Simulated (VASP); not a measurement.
# AlN (P6_3/mmc) in VASP: further runs

Runs on AlN. Level: r2SCAN. Tasks: single point.

Everything below comes from runs of VASP 6.6.1. Logs are shortened: lines on timing, memory, paths and dates and some standing lists are left out, and cuts for length are marked.

## Step 1: The cell of the first run

The structure is hexagonal, space group P6_3/mmc (No. 194). The conventional cell has a = 3.312 Å, b = 3.312 Å, c = 4.188 Å, α = 90.00°, β = 90.00°, γ = 120.00°. Within 2.5 Å of Al (site symmetry -6m2) lie 5 N at 1.91 to 2.09 Å. Within 2.5 Å of N (site symmetry -6m2) lie 5 Al at 1.91 to 2.09 Å.

## Step 2: Single point, r2SCAN

POSCAR

```
AlN
1.0
    3.3121160000      0.0000000000      0.0000000000
   -1.6560580000      2.8683760000      0.0000000000
    0.0000000000      0.0000000000      4.1875630000
Al N
2 2
Direct
    0.3333333333      0.6666666667      0.7500000000
    0.6666666667      0.3333333333      0.2500000000
    0.3333333333      0.6666666667      0.2500000000
    0.6666666667      0.3333333333      0.7500000000
```

INCAR.step1

```
PREC = Accurate
ENCUT = 520
ISMEAR = 0
SIGMA = 0.01
LREAL = F
LASPH = T
NELM = 60
NBANDS = 16
GGA = PE
ALGO = Normal
EDIFF = 1E-4
LWAVE = T
LCHARG = F
```

INCAR.step2

```
PREC = Accurate
ENCUT = 520
EDIFF = 1E-6
ISMEAR = 0
SIGMA = 0.01
LREAL = F
LASPH = T
NELM = 60
ALGO = Normal
ISIF = 2
LWAVE = F
LCHARG = F
METAGGA = R2SCAN
LMIXTAU = T
NBANDS = 16
ISTART = 1
```

KPOINTS

```
regular mesh
0
Gamma
  3 3 2
```

Potentials or basis: VASP PAW PBE potentials, release 64 (Al, N).

The run is started by

```sh
$ cat potpaw_PBE.64/Al/POTCAR potpaw_PBE.64/N/POTCAR > POTCAR
$ cp INCAR.step1 INCAR
$ mpirun -np 1 vasp_std > vasp.out
$ cp INCAR.step2 INCAR
$ mpirun -np 1 vasp_std > vasp.out
```

OUTCAR:

```text
PREC = Accurate
   ENCUT = 520
   EDIFF = 1E-6
   ISMEAR = 0
   LREAL = F
   LASPH = T
   NELM = 60
   ISIF = 2
   METAGGA = R2SCAN
   ISTART = 1

 ion  position               nearest neighbor table
   1  0.333  0.667  0.750-   4 1.91   4 1.91   4 1.91   3 2.09   3 2.09   2 2.84   2 2.84   2 2.84
                             2 2.84   2 2.84   2 2.84
   2  0.667  0.333  0.250-   3 1.91   3 1.91   3 1.91   4 2.09   4 2.09   1 2.84   1 2.84   1 2.84
                             1 2.84   1 2.84   1 2.84
   3  0.333  0.667  0.250-   2 1.91   2 1.91   2 1.91   1 2.09   1 2.09
   4  0.667  0.333  0.750-   1 1.91   1 1.91   1 1.91   2 2.09   2 2.09

  LATTYP: Found a hexagonal cell.
 ALAT       =     3.3121160000
 C/A-ratio  =     1.2643165276

  Lattice vectors:

 A1 = (   3.3121160000,   0.0000000000,   0.0000000000)
 A2 = (  -1.6560580000,   2.8683760000,   0.0000000000)
 A3 = (   0.0000000000,   0.0000000000,   4.1875630000)

Analysis of symmetry for initial positions (statically):
=====================================================================
 Subroutine PRICEL returns:
 Original cell was already a primitive cell.

 Routine SETGRP: Setting up the symmetry group for a
 hexagonal supercell.

 Subroutine GETGRP returns: Found 24 space group operations
 (whereof 12 operations were pure point group operations)
 out of a pool of 24 trial point group operations.

The static configuration has the point symmetry D_3d.
 The point group associated with its full space group is D_6h.

Analysis of symmetry for dynamics (positions and initial velocities):
=====================================================================
 Subroutine PRICEL returns:
 Original cell was already a primitive cell.

 Routine SETGRP: Setting up the symmetry group for a
 hexagonal supercell.

 Subroutine GETGRP returns: Found 24 space group operations
 (whereof 12 operations were pure point group operations)
 out of a pool of 24 trial point group operations.

The dynamic configuration has the point symmetry D_3d.
 The point group associated with its full space group is D_6h.

 Subroutine INISYM returns: Found 24 space group operations
 (whereof 12 operations are pure point group operations),
 and found     1 'primitive' translations

----------------------------------------------------------------------------------------

                                     Primitive cell

  volume of cell :      39.7835

  direct lattice vectors                    reciprocal lattice vectors
     3.312116000  0.000000000  0.000000000     0.301921793  0.174314664  0.000000000
    -1.656058000  2.868376000  0.000000000     0.000000000  0.348629329  0.000000000
     0.000000000  0.000000000  4.187563000     0.000000000  0.000000000  0.238802377

  length of vectors
     3.312116000  3.312115484  4.187563000     0.348629275  0.348629329  0.238802377

  position of ions in fractional coordinates (direct lattice)
     0.333333333  0.666666667  0.750000000
     0.666666667  0.333333333  0.250000000
     0.333333333  0.666666667  0.250000000
     0.666666667  0.333333333  0.750000000

  ion indices of the primitive-cell ions
   primitive index   ion index
                 1           1
                 2           2
                 3           3
                 4           4

----------------------------------------------------------------------------------------

 KPOINTS: regular mesh

Automatic generation of k-mesh.
 Grid dimensions read from file:
 generate k-points for:    3    3    2

 Generating k-lattice:

  Cartesian coordinates                     Fractional coordinates (reciprocal lattice)
     0.100640598  0.058104888  0.000000000     0.333333333  0.000000000  0.000000000
     0.000000000  0.116209776  0.000000000     0.000000000  0.333333333  0.000000000
     0.000000000  0.000000000  0.119401189     0.000000000  0.000000000  0.500000000

  Length of vectors
     0.116209758  0.116209776  0.119401189

  Shift w.r.t. Gamma in fractional coordinates (k-lattice)
     0.000000000  0.000000000  0.000000000

 Subroutine IBZKPT returns following result:
 ===========================================

 Found      6 irreducible k-points:

 Following reciprocal coordinates:
            Coordinates               Weight
  0.000000  0.000000  0.000000      1.000000
  0.333333 -0.000000  0.000000      6.000000
  0.333333  0.333333  0.000000      2.000000
  0.000000  0.000000  0.500000      1.000000
  0.333333 -0.000000  0.500000      6.000000
  0.333333  0.333333  0.500000      2.000000
   k-points           NKPTS =      6   k-points in BZ     NKDIM =      6   number of bands    NBANDS=     16
   number of dos      NEDOS =    301   number of ions     NIONS =      4
   total plane-waves  NPLWV =  25088
   dimension x,y,z NGX =    28 NGY =   28 NGZ =   32
   dimension x,y,z NGXF=    56 NGYF=   56 NGZF=   64
   ions per type =               2   2
   NGX,Y,Z   is equivalent  to a cutoff of  14.05, 14.05, 12.70 a.u.
   NGXF,Y,Z  is equivalent  to a cutoff of  28.11, 28.11, 25.41 a.u.
 SYSTEM =  unknown system
   PREC   = accura    normal or accurate (medium, high low for compatibility)
   ISTART =      1    job   : 0-new  1-cont  2-samecut
   ICHARG =      0    charge: 1-file 2-atom 10-const
   ISPIN  =      1    spin polarized calculation?
   LNONCOLLINEAR =      F non collinear calculations
   LSORBIT =      F    spin-orbit coupling
   LASPH  =      T    aspherical Exc in radial PAW
   ENCUT  =  520.0 eV  38.22 Ry    6.18 a.u.   6.16  6.16  7.79*2*pi/ulx,y,z
   NELM   =     60;   NELMIN=  2; NELMDL=  0     # of ELM steps
   EDIFF  = 0.1E-05   stopping-criterion for ELM
   LREAL  =      F    real-space projection
   EDIFFG = 0.1E-04   stopping-criterion for IOM
   NSW    =      0    number of steps for IOM
   IBRION =     -1    ionic relax: 0-MD 1-quasi-New 2-CG
   NFREE  =      0    steps in history (QN), initial steepest desc. (CG)
   ISIF   =      2    stress and relaxation
   ISYM   =      2    0-nonsym 1-usesym 2-fastsym
   POTIM  = 0.5000    time-step for ionic-motion
   TEBEG  =    0.0;   TEEND  =   0.0 temperature during run
   PSTRESS=    0.0 pullay stress
   NELECT =      16.0000    total number of electrons
   NUPDOWN=      -1.0000    fix difference up-down
   EMIN   =  10.00;   EMAX   =-10.00  energy-range for DOS
   EFERMI =   0.00;   METHOD = LEGACY
   ISMEAR =     0;   SIGMA  =   0.01  broadening in eV -4-tet -1-fermi 0-gaus
   EFERMI_NEDOS =   21; number of points for ismear=-14 and -15
   IALGO  =     38    algorithm
   IMIX   =      4    mixing-type and parameters
     AMIX     =   0.40;   BMIX     =  1.00
     AMIX_MAG =   1.60;   BMIX_MAG =  1.00
  volume/ion in A,a.u.               =       9.95        67.12
  Fermi-wavevector in a.u.,A,eV,Ry     =   1.208409  2.283561 19.867928  1.460252
  Thomas-Fermi vector in A             =   2.344017
   LORBIT       =      0    0 simple, 1 ext, 2 COOP (PROOUT), +10 PAW based schemes
   METAGGA = R2SCAN    functional components
   LHFCALC =     F    Hartree Fock is set to
   AEXX    =    0.0000 exact exchange contribution
   IVDW    =     0    specifies the selected vdW correction
   LEPSILON=     F    determine dielectric tensor
   LRPA    =     F    only Hartree local field effects (RPA)
 non-spin polarized calculation
 Gauss-broadening in eV      SIGMA  =   0.01
  energy-cutoff  :      520.00
  volume of cell :       39.78
 maximum number of plane-waves:      1080
 NGX is ok and might be reduce to    28
   NGX = 13   NGY = 13   NGZ = 15

 number of electron      15.9999999 magnetization

 Free energy of the ion-electron system (eV)
  ---------------------------------------------------
  ext. energy  EPLUGINS =         0.00000000
  ---------------------------------------------------
  free energy    TOTEN  =       -37.93728954 eV

  energy without entropy =      -37.93728954  energy(sigma->0) =      -37.93728954

 E-fermi :   7.8853     XC(G=0): -11.6923

 val. band max:        7.7838314384   @ k =   0.0000   0.0000   0.0000
 cond. band min:      11.6321256049   @ k =   0.0000   0.0000   0.0000
 fundamental gap:      3.8482941665
 Fermi energy:         7.8852993019

 k-point     1 :       0.0000    0.0000    0.0000
  band No.  band energies     occupation
      1      -9.8744      2.00000
      2      -6.2538      2.00000
      3       0.7110      2.00000
      4       4.3662      2.00000
      5       4.3662      2.00000
      6       6.0782      2.00000
[... 8 lines left out ...]
     15      20.4510      0.00000
     16      20.5803      0.00000

 k-point     2 :       0.3333   -0.0000    0.0000
  band No.  band energies     occupation
      1      -8.7386      2.00000
      2      -6.4753      2.00000
      3       1.8038      2.00000
      4       2.0148      2.00000
      5       3.3813      2.00000
      6       3.9022      2.00000
[... 8 lines left out ...]
     15      20.0543      0.00000
     16      21.6564      0.00000

 k-point     3 :       0.3333    0.3333    0.0000
  band No.  band energies     occupation
      1      -7.3570      2.00000
      2      -7.3570      2.00000
      3       0.9275      2.00000
      4       3.1741      2.00000
      5       3.1741      2.00000
      6       3.9067      2.00000
[... 8 lines left out ...]
     15      20.7625      0.00000
     16      20.8403      0.00000

 k-point     4 :       0.0000    0.0000    0.5000
  band No.  band energies     occupation
      1      -8.4289      2.00000
      2      -8.4289      2.00000
      3       3.9340      2.00000
      4       3.9340      2.00000
      5       5.1802      2.00000
      6       5.1802      2.00000
[... 8 lines left out ...]
     15      19.0929      0.00000
     16      19.0929      0.00000

 k-point     5 :       0.3333   -0.0000    0.5000
  band No.  band energies     occupation
      1      -7.6431      2.00000
      2      -7.6431      2.00000
      3       1.1416      2.00000
      4       1.1416      2.00000
      5       4.5918      2.00000
      6       4.5918      2.00000
[... 8 lines left out ...]
     15      19.6494      0.00000
     16      19.6494      0.00000

 k-point     6 :       0.3333    0.3333    0.5000
  band No.  band energies     occupation
      1      -7.1631      2.00000
      2      -7.1631      2.00000
      3       0.7967      2.00000
      4       0.7967      2.00000
      5       2.5280      2.00000
      6       2.5280      2.00000
[... 8 lines left out ...]
     15      21.4230      0.00000
     16      21.4230      0.00000

------------------------ aborting loop because EDIFF is reached ----------------------------------------

  FORCE on cell =-STRESS in cart. coord.  units (eV):
  Direction    XX          YY          ZZ          XY          YZ          ZX
  --------------------------------------------------------------------------------------
  -------------------------------------------------------------------------------------
  Total       -1.2041680     -1.2041675     -1.8433365      0.0000000      0.0000000      0.0000000
  in kB      -48.4947480    -48.4947279    -74.2356032      0.0000000      0.0000000      0.0000000
  external PRESSURE =     -57.0750264 kB  Pullay stress =       0.0000000 kB

 VOLUME and BASIS-vectors are now :
 -----------------------------------------------------------------------------
  energy-cutoff  :      520.00
  volume of cell :       39.78
      direct lattice vectors                 reciprocal lattice vectors
     3.312116000  0.000000000  0.000000000     0.301921793  0.174314664  0.000000000
    -1.656058000  2.868376000  0.000000000     0.000000000  0.348629329  0.000000000
     0.000000000  0.000000000  4.187563000     0.000000000  0.000000000  0.238802377

 POSITION                                       TOTAL-FORCE (eV/Angst)
 -----------------------------------------------------------------------------------
     -0.00000      1.91225      3.14067         0.000000      0.000000     -0.000000
      1.65606      0.95613      1.04689        -0.000000     -0.000000     -0.000000
     -0.00000      1.91225      1.04689        -0.000000     -0.000000      0.000000
      1.65606      0.95613      3.14067        -0.000000      0.000000      0.000000
 -----------------------------------------------------------------------------------
    total drift:                               -0.000000     -0.000000     -0.000000

  FREE ENERGIE OF THE ION-ELECTRON SYSTEM (eV)
  ---------------------------------------------------
  free  energy   TOTEN  =       -37.9372895423 eV

  energy  without entropy=      -37.9372895423  energy(sigma->0) =      -37.93728954
```

Wall time 37 s (1 thread of Intel Xeon 8259CL, shared host); peak memory 0.16 GiB.

What came out:

* Free energy: -37.9373 eV
* Pressure: -5.7 GPa
* Band gap on the k mesh: 3.85 eV

Stress tensor (GPa, compression positive):
```
-4.85  0.00  0.00
 0.00 -4.85  0.00
 0.00  0.00 -7.42
```

Caveat: the k points lie up to 0.75 Å⁻¹ apart; the PAW data sets were made with another functional, which shifts forces and pressure a little.

(Part 1 of 2 ends here.)
